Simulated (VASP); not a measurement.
**AgCl: single point with PBE**

Crystal: AgCl.

```
CELL_PARAMETERS angstrom
0.00000 2.64090 2.64090
2.64090 0.00000 2.64090
2.64090 2.64090 0.00000
ATOMIC_POSITIONS crystal
Ag 0.00000 0.00000 0.00000
Cl 0.50000 0.50000 0.50000
```

This cell differs from its parent crystal: strain -4.8%.

```
Program                : VASP 6.6.1
Task                   : single point
Functional             : PBE
Potentials or basis    : VASP PAW PBE potentials, release 64 (Ag, Cl)
Cutoff                 : 520 eV
k mesh                 : 8 × 8 × 8
Occupations            : fermi-dirac, width 0.02 eV
Spin                   : no spin polarisation
Dipole correction      : no
Further INCAR settings : ALGO = Normal; EDIFF = 1e-06; NBANDS = 16
```

* Pressure: 12.1 GPa
* Band gap on the k mesh: 0.93 eV, indirect (least direct gap 3.75 eV)

Levels at points of the mesh, in eV from the valence-band top:
```csv
k point,band 7,band 8,band 9,band 10,band 11,band 12
"(0.00, 0.00, 0.00)",-2.97,-2.97,-2.97,0.93,10.78,10.78
"(0.50, 0.00, 0.00)",-2.21,0.00,0.00,3.79,7.35,7.35
"(0.50, 0.50, 0.00)",-2.44,-2.44,-2.23,2.11,7.80,9.14
```

Run time: 11 s on 1 thread of Intel(R) Xeon(R) Platinum 8375C CPU @ 2.90GHz (Ice Lake), with other jobs on the host, peak memory 0.16 GiB.

Caveat: the cell differs from its parent crystal (strain -4.8%). A k mesh can miss the band edges.
